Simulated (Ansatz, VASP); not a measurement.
# Two plane-wave programs on Cu

Contents of INCAR:

```
SYSTEM = Cu
  PREC = Accurate
  ENCUT = 520
  EDIFF = 1E-6
  ISMEAR = 0
  SIGMA = 0.15
  LREAL = .False.
  LASPH = .True.
  NELM = 100
  ALGO = Normal
  ISIF = 2
  LWAVE = .False.
  LCHARG = .False.
  GGA = PE
  NBANDS = 12
```

File KPOINTS:

```
regular mesh
0
Gamma
  22 22 22
  0 0 0
```

File POSCAR:

```
Cu
1.0
    0.0000000000      1.8075000000      1.8617250000
    1.8075000000      0.0000000000      1.8617250000
    1.8075000000      1.8075000000      0.0000000000
Cu
1
Direct
    0.0000000000      0.0000000000      0.0000000000
```

Input for Ansatz:

```yaml
crystal:
  lattice:
    - [0.0, 1.8075, 1.861725]
    - [1.8075, 0.0, 1.861725]
    - [1.8075, 1.8075, 0.0]
  atoms:
    - { symbol: Cu, position: [0.0, 0.0, 0.0] }
basis:
  ecutwfc: 420
kpoints:
  mp_grid: { grid: [22, 22, 22] }
hamiltonian:
  xc: pbe
scf:
  occupations: { method: gaussian, width: 0.15 }
output:
  forces: true
  stress: true
  eigenvalues: true
```

Change from the starting cell: strain +0.000 along x and y, +0.030 along z, atoms carried along.

Alike in both runs: task single point; functional PBE; k mesh 22 × 22 × 22; occupations gaussian, width 0.15 eV; no spin polarisation.

|  | VASP | Ansatz |
| --- | --- | --- |
| version | VASP 6.6.1 | Ansatz 0.2.0 |
| potentials or method | VASP PAW PBE potentials, release 64 (Cu), cutoff 520 eV | scalar-relativistic, plane waves, PAW |
| valence electrons in the cell | 11 | 19 |

```csv
,VASP,Ansatz,Ansatz less VASP
gap on the k mesh at the Fermi level (eV),none,none,-
pressure (GPa),-1.7,-2.3,-0.57
"traceless stress, the component that is largest in VASP (GPa)",-1.19,-1.20,-0.004
```

A gap of «none» marks a metal or a gap that the smearing closes. The functional is the same, so the differences come from potentials, cutoffs and numerics. VASP's potentials hold 11 valence electrons a cell and Ansatz's 19, so a difference there can come from the potentials and not from the codes.
